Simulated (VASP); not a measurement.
# C in VASP: further runs

Runs on C. Level: LDA. Tasks: single point, relaxation of the atoms.

Everything below comes from runs of VASP 6.6.1. Logs are shortened: lines on timing, memory, paths and dates and some standing lists are left out, and cuts for length are marked.

**1. The cell of the first run**

The cell holds a slab with vacuum, 4 atoms: a = 2.497 Å, b = 3.532 Å, c = 17.249 Å, α = 90.00°, β = 90.00°, γ = 90.00°.

**2. Single point, LDA**

Input file INCAR:

```
PREC = Accurate ; ENCUT = 520
EDIFF = 1E-6 ; ISMEAR = -1
SIGMA = 0.02 ; LREAL = False
LASPH = True ; NELM = 80
ALGO = Normal ; ISIF = 2
LWAVE = False ; LCHARG = False
LDIPOL = True ; IDIPOL = 3
DIPOL = 0.5 0.5 0.500 ; NBANDS = 16
```

Input file KPOINTS:

```
regular mesh
0
Gamma
  10 7 1
```

Input file POSCAR:

```
C
1.0
    2.4973051744      0.0000000000      0.0000000000
    0.0000000000      3.5317228470      0.0000000000
    0.0000000000      0.0000000000     17.2487000000
C
4
Direct
    0.0000000000      0.3360983676      0.4825707941
    0.5000000000      0.1639016324      0.4825707941
    0.5000000000      0.8360983926      0.5174292059
    0.0000000000      0.6639016074      0.5174292059
```

Potentials or basis: VASP PAW LDA potentials, release 64 (C).

Launch:

```bash
$ cat potpaw_LDA.64/C/POTCAR > POTCAR
$ mpirun -np 1 vasp_std > vasp.out
```

OUTCAR:

```text
PREC = Accurate
   ENCUT = 520
   EDIFF = 1E-6
   ISMEAR = -1
   LREAL = False
   LASPH = True
   NELM = 80
   ISIF = 2

 ion  position               nearest neighbor table
   1  0.000  0.336  0.483-   4 1.30   2 1.39   2 1.39
   2  0.500  0.164  0.483-   3 1.30   1 1.39   1 1.39
   3  0.500  0.836  0.517-   2 1.30   4 1.39   4 1.39
   4  0.000  0.664  0.517-   1 1.30   3 1.39   3 1.39

  LATTYP: Found a simple orthorhombic cell.
 ALAT       =     2.4973051744
 B/A-ratio  =     1.4142135624
 C/A-ratio  =     6.9069251835

  Lattice vectors:

 A1 = (   2.4973051744,   0.0000000000,   0.0000000000)
 A2 = (   0.0000000000,   3.5317228470,   0.0000000000)
 A3 = (   0.0000000000,   0.0000000000,  17.2487000000)

Analysis of symmetry for initial positions (statically):
=====================================================================
 Subroutine PRICEL returns:
 Original cell was already a primitive cell.

 Routine SETGRP: Setting up the symmetry group for a
 simple orthorhombic supercell.

 Subroutine GETGRP returns: Found  8 space group operations
 (whereof  4 operations were pure point group operations)
 out of a pool of  8 trial point group operations.

The static configuration has the point symmetry C_2h.
 The point group associated with its full space group is D_2h.

Analysis of symmetry for dynamics (positions and initial velocities):
=====================================================================
 Subroutine PRICEL returns:
 Original cell was already a primitive cell.

 Routine SETGRP: Setting up the symmetry group for a
 simple orthorhombic supercell.

 Subroutine GETGRP returns: Found  8 space group operations
 (whereof  4 operations were pure point group operations)
 out of a pool of  8 trial point group operations.

The dynamic configuration has the point symmetry C_2h.
 The point group associated with its full space group is D_2h.

 Subroutine INISYM returns: Found  8 space group operations
 (whereof  4 operations are pure point group operations),
 and found     1 'primitive' translations

----------------------------------------------------------------------------------------

                                     Primitive cell

  volume of cell :     152.1299

  direct lattice vectors                    reciprocal lattice vectors
     2.497305174  0.000000000  0.000000000     0.400431637  0.000000000  0.000000000
     0.000000000  3.531722847  0.000000000     0.000000000  0.283147926  0.000000000
     0.000000000  0.000000000 17.248700000     0.000000000  0.000000000  0.057975384

  length of vectors
     2.497305174  3.531722847 17.248700000     0.400431637  0.283147926  0.057975384

  position of ions in fractional coordinates (direct lattice)
     0.000000000  0.336098368  0.482570794
     0.500000000  0.163901632  0.482570794
     0.500000000  0.836098393  0.517429206
     0.000000000  0.663901607  0.517429206

  ion indices of the primitive-cell ions
   primitive index   ion index
                 1           1
                 2           2
                 3           3
                 4           4

----------------------------------------------------------------------------------------

 KPOINTS: regular mesh

Automatic generation of k-mesh.
 Grid dimensions read from file:
 generate k-points for:   10    7    1

 Generating k-lattice:

  Cartesian coordinates                     Fractional coordinates (reciprocal lattice)
     0.040043164  0.000000000  0.000000000     0.100000000  0.000000000  0.000000000
     0.000000000  0.040449704  0.000000000     0.000000000  0.142857143  0.000000000
     0.000000000  0.000000000  0.057975384     0.000000000  0.000000000  1.000000000

  Length of vectors
     0.040043164  0.040449704  0.057975384

  Shift w.r.t. Gamma in fractional coordinates (k-lattice)
     0.000000000  0.000000000  0.000000000

 Subroutine IBZKPT returns following result:
 ===========================================

 Found     24 irreducible k-points:

 Following reciprocal coordinates:
            Coordinates               Weight
  0.000000  0.000000  0.000000      1.000000
  0.100000  0.000000  0.000000      2.000000
  0.200000  0.000000  0.000000      2.000000
  0.300000  0.000000  0.000000      2.000000
  0.400000  0.000000  0.000000      2.000000
  0.500000  0.000000  0.000000      1.000000
[... 16 lines left out ...]
  0.400000  0.428571  0.000000      4.000000
  0.500000  0.428571  0.000000      2.000000
   k-points           NKPTS =     24   k-points in BZ     NKDIM =     24   number of bands    NBANDS=     16
   number of dos      NEDOS =    301   number of ions     NIONS =      4
   total plane-waves  NPLWV =  71680
   dimension x,y,z NGX =    20 NGY =   28 NGZ =  128
   dimension x,y,z NGXF=    40 NGYF=   56 NGZF=  256
   ions per type =               4
   NGX,Y,Z   is equivalent  to a cutoff of  13.31, 13.18, 12.34 a.u.
   NGXF,Y,Z  is equivalent  to a cutoff of  26.63, 26.36, 24.67 a.u.
 SYSTEM =  unknown system
   PREC   = accura    normal or accurate (medium, high low for compatibility)
   ISTART =      0    job   : 0-new  1-cont  2-samecut
   ICHARG =      2    charge: 1-file 2-atom 10-const
   ISPIN  =      1    spin polarized calculation?
   LNONCOLLINEAR =      F non collinear calculations
   LSORBIT =      F    spin-orbit coupling
   LASPH  =      T    aspherical Exc in radial PAW
   ENCUT  =  520.0 eV  38.22 Ry    6.18 a.u.   4.64  6.57 32.07*2*pi/ulx,y,z
   NELM   =     80;   NELMIN=  2; NELMDL= -5     # of ELM steps
   EDIFF  = 0.1E-05   stopping-criterion for ELM
   LREAL  =      F    real-space projection
   EDIFFG = 0.1E-04   stopping-criterion for IOM
   NSW    =      0    number of steps for IOM
   IBRION =     -1    ionic relax: 0-MD 1-quasi-New 2-CG
   NFREE  =      0    steps in history (QN), initial steepest desc. (CG)
   ISIF   =      2    stress and relaxation
   ISYM   =      2    0-nonsym 1-usesym 2-fastsym
   POTIM  = 0.5000    time-step for ionic-motion
   TEBEG  =    0.0;   TEEND  =   0.0 temperature during run
   PSTRESS=    0.0 pullay stress
   NELECT =      16.0000    total number of electrons
   NUPDOWN=      -1.0000    fix difference up-down
   EMIN   =  10.00;   EMAX   =-10.00  energy-range for DOS
   EFERMI =   0.00;   METHOD = LEGACY
   ISMEAR =    -1;   SIGMA  =   0.02  broadening in eV -4-tet -1-fermi 0-gaus
   EFERMI_NEDOS =   21; number of points for ismear=-14 and -15
   IALGO  =     38    algorithm
   IMIX   =      4    mixing-type and parameters
     AMIX     =   0.40;   BMIX     =  1.00
     AMIX_MAG =   1.60;   BMIX_MAG =  1.00
  volume/ion in A,a.u.               =      38.03       256.66
  Fermi-wavevector in a.u.,A,eV,Ry     =   0.772758  1.460300  8.124778  0.597154
  Thomas-Fermi vector in A             =   1.874457
   LORBIT       =      0    0 simple, 1 ext, 2 COOP (PROOUT), +10 PAW based schemes
   GGA     = CA    functional components
   LHFCALC =     F    Hartree Fock is set to
   AEXX    =    0.0000 exact exchange contribution
   IVDW    =     0    specifies the selected vdW correction
   LEPSILON=     F    determine dielectric tensor
   LRPA    =     F    only Hartree local field effects (RPA)
 non-spin polarized calculation
  energy-cutoff  :      520.00
  volume of cell :      152.13
 maximum number of plane-waves:      4130
 NGX is ok and might be reduce to    20
   NGX =  9   NGY = 13   NGZ = 65

 dipolmoment           0.000000      0.000000     -0.000000 electrons x Angstroem

 number of electron      16.0000001 magnetization

 dipolmoment           0.000000      0.000000      0.000000 electrons x Angstroem

 Free energy of the ion-electron system (eV)
  ---------------------------------------------------
  ext. energy  EPLUGINS =         0.00000000
  ---------------------------------------------------
  free energy    TOTEN  =       -36.88091446 eV

  energy without entropy =      -36.87976304  energy(sigma->0) =      -36.88033875

 E-fermi :  -1.6277     XC(G=0):  -2.8446

 val. band max:       -1.6318022105   @ k =   0.0000   0.1429   0.0000
 cond. band min:      -1.5436347535   @ k =   0.4000   0.0000   0.0000
 fundamental gap:      0.0881674570
 Fermi energy:        -1.6277311056

 k-point     1 :       0.0000    0.0000    0.0000
  band No.  band energies     occupation
      1     -23.0943      2.00000
      2     -15.3724      2.00000
      3     -15.2002      2.00000
      4     -10.7237      2.00000
      5     -10.3014      2.00000
      6      -7.3675      2.00000
[... 8 lines left out ...]
     15       4.5056      0.00000
     16       6.4846      0.00000

 k-point     2 :       0.1000    0.0000    0.0000
  band No.  band energies     occupation
      1     -22.9241      2.00000
      2     -15.2425      2.00000
      3     -15.0628      2.00000
      4     -11.3852      2.00000
      5     -10.1027      2.00000
      6      -7.3778      2.00000
[... 8 lines left out ...]
     15       4.6664      0.00000
     16       6.7191      0.00000

 k-point     3 :       0.2000    0.0000    0.0000
  band No.  band energies     occupation
      1     -22.4155      2.00000
      2     -14.9675      2.00000
      3     -14.6525      2.00000
      4     -12.8197      2.00000
      5      -9.5108      2.00000
      6      -7.5987      2.00000
[... 8 lines left out ...]
     15       5.3071      0.00000
     16       6.7743      0.00000
[... 362 lines left out ...]
 k-point    23 :       0.4000    0.4286    0.0000
  band No.  band energies     occupation
      1     -18.9040      2.00000
      2     -17.7985      2.00000
      3     -15.5821      2.00000
      4     -14.5164      2.00000
      5      -8.8285      2.00000
      6      -8.1289      2.00000
[... 8 lines left out ...]
     15       8.9352      0.00000
     16       9.3792      0.00000

 k-point    24 :       0.5000    0.4286    0.0000
  band No.  band energies     occupation
      1     -17.5711      2.00000
      2     -17.5711      2.00000
      3     -16.0887      2.00000
      4     -16.0887      2.00000
      5      -8.1470      2.00000
      6      -8.1470      2.00000
[... 8 lines left out ...]
     15       9.9295      0.00000
     16       9.9295      0.00000

------------------------ aborting loop because EDIFF is reached ----------------------------------------

 vacuum level on the upper side and lower side of the slab       (xc-potential included)        -0.116        -0.116

  FORCE on cell =-STRESS in cart. coord.  units (eV):
  Direction    XX          YY          ZZ          XY          YZ          ZX
  --------------------------------------------------------------------------------------
  -------------------------------------------------------------------------------------
  Total        7.0831258     24.7752356      0.0052537      0.0000000      0.0000000      0.0000000
  in kB       74.5969267    260.9238485      0.0553298      0.0000000      0.0000000      0.0000000
  external PRESSURE =     111.8587017 kB  Pullay stress =       0.0000000 kB

 VOLUME and BASIS-vectors are now :
 -----------------------------------------------------------------------------
  energy-cutoff  :      520.00
  volume of cell :      152.13
      direct lattice vectors                 reciprocal lattice vectors
     2.497305174  0.000000000  0.000000000     0.400431637  0.000000000  0.000000000
     0.000000000  3.531722847  0.000000000     0.000000000  0.283147926  0.000000000
     0.000000000  0.000000000 17.248700000     0.000000000  0.000000000  0.057975384

 POSITION                                       TOTAL-FORCE (eV/Angst)
 -----------------------------------------------------------------------------------
      0.00000      1.18701      8.32372         0.000000     -0.006569     -0.035141
      1.24865      0.57886      8.32372        -0.000000      0.006569     -0.035141
      1.24865      2.95287      8.92498         0.000000     -0.006569      0.035141
      0.00000      2.34472      8.92498        -0.000000      0.006569      0.035141
 -----------------------------------------------------------------------------------
    total drift:                                0.000000     -0.000001     -0.000001

  FREE ENERGIE OF THE ION-ELECTRON SYSTEM (eV)
  ---------------------------------------------------
  free  energy   TOTEN  =       -36.8809144591 eV

  energy  without entropy=      -36.8797630392  energy(sigma->0) =      -36.88033875

 vacuum level on the upper side and lower side of the slab         1.965         1.965
```

Wall time 45 s (1 thread of Intel Xeon Platinum 8488C (Sapphire Rapids), shared host); peak memory 0.21 GiB.

Results:

```
Free energy            : -36.8809 eV
Largest force          : 0.036 eV/Å
Band gap on the k mesh : zero (bands 8 and 9 overlap by 0.97 eV)
```

Forces on the atoms (eV/Å):
```
C    0.000 -0.007 -0.035
C    0.000  0.007 -0.035
C    0.000 -0.007  0.035
C    0.000  0.007  0.035
```

Levels at points of the mesh, in eV from the Fermi level:
```csv
k point,band 6,band 7,band 8,band 9,band 10,band 11
"(0.00, 0.00, 0.00)",-5.74,-3.89,0.23,0.64,3.32,3.43
"(0.50, 0.00, 0.00)",-9.59,-4.03,-4.03,1.55,1.55,8.71
```

**3. Relaxation of the atoms, LDA**

Input file INCAR:

```
PREC     = Accurate       # precision mode
ENCUT    = 520            # plane-wave cutoff, eV
EDIFF    = 1E-7           # SCF threshold, eV
ISMEAR   = -1             # smearing method
SIGMA    = 0.02           # smearing width, eV
LREAL    = F              # projectors in reciprocal space
LASPH    = T              # aspherical terms in the spheres
NELM     = 100            # most SCF steps
ALGO     = Normal         # electronic algorithm
ISIF     = 2              # what is computed and relaxed
LWAVE    = F              # write WAVECAR
LCHARG   = F              # write CHGCAR
LDIPOL   = T            
IDIPOL   = 3            
DIPOL    = 0.5 0.5 0.500
IBRION   = 2              # ionic algorithm
NSW      = 60             # ionic steps
EDIFFG   = -0.01          # ionic threshold
```

Input file KPOINTS:

```
Automatic mesh
0
Gamma
  10 7 1
```

Input file POSCAR:

```
C
1.0
    2.4973051744      0.0000000000      0.0000000000
    0.0000000000      3.5317228470      0.0000000000
    0.0000000000      0.0000000000     17.2487000000
C
4
Direct
    0.0000000000      0.3750000000      0.4638044436
    0.5000000000      0.1250000000      0.4638044436
    0.5000000000      0.8750000000      0.5361955564
    0.0000000000      0.6250000000      0.5361955564
```

Potentials or basis: VASP PAW LDA potentials, release 64 (C).

Launch:

```bash
$ cat potpaw_LDA.64/C/POTCAR > POTCAR
$ mpirun -np 1 vasp_std > vasp.out
```

Run time: 3.9 min. Hardware: 1 thread of Intel Xeon Platinum 8488C (Sapphire Rapids), shared host; peak memory 0.21 GiB.

It converged, with:

- Free energy: -36.8811 eV
- Energy gained by relaxing: 770.4 meV/atom
- Ionic steps: 12
- Largest force after relaxing: 0.006 eV/Å
- Band gap on the k mesh: zero (bands 8 and 9 overlap by 0.95 eV)

Forces in eV/Å, atoms in the order of the input:
```
C    0.000 -0.002 -0.005
C    0.000  0.002 -0.005
C    0.000 -0.002  0.005
C    0.000  0.002  0.005
```

The path:
```csv
step,energy change (eV),largest force (eV/Å),pressure (GPa)
1,0.0000,4.6508,-4.96
2,-1.9263,3.8746,3.91
3,-1.9707,3.1269,2.68
4,-2.6918,5.8199,12.41
5,-2.9859,1.2046,8.70
6,-3.0662,0.7477,11.70
7,-3.0812,0.1189,10.91
8,-3.0812,0.0929,10.87
9,-3.0801,0.3228,11.24
10,-3.0815,0.0234,10.99
11,-3.0815,0.0256,10.99
12,-3.0815,0.0058,11.06
```

Final structure:
```yaml
crystal:
  lattice:
    - [2.49731, 0.00000, 0.00000]
    - [0.00000, 3.53172, 0.00000]
    - [0.00000, 0.00000, 17.24870]
  atoms:
    - { symbol: C, position: [0.00000, 0.33632, 0.48242] }
    - { symbol: C, position: [0.50000, 0.16368, 0.48242] }
    - { symbol: C, position: [0.50000, 0.83632, 0.51758] }
    - { symbol: C, position: [0.00000, 0.66368, 0.51758] }
```

Levels at points of the mesh, in eV from the Fermi level:
| k point | band 5 | band 6 | band 7 | band 8 | band 9 | band 10 | band 11 | band 12 |
| --- | --- | --- | --- | --- | --- | --- | --- | --- |
| (0.00, 0.00, 0.00) | -8.65 | -5.76 | -3.88 | 0.21 | 0.64 | 3.32 | 3.44 | 4.24 |
| (0.50, 0.00, 0.00) | -9.57 | -9.57 | -4.02 | -4.02 | 1.53 | 1.53 | 8.97 | 8.97 |

The gap in the log of VASP goes by the Fermi energy; the results here count the filled bands.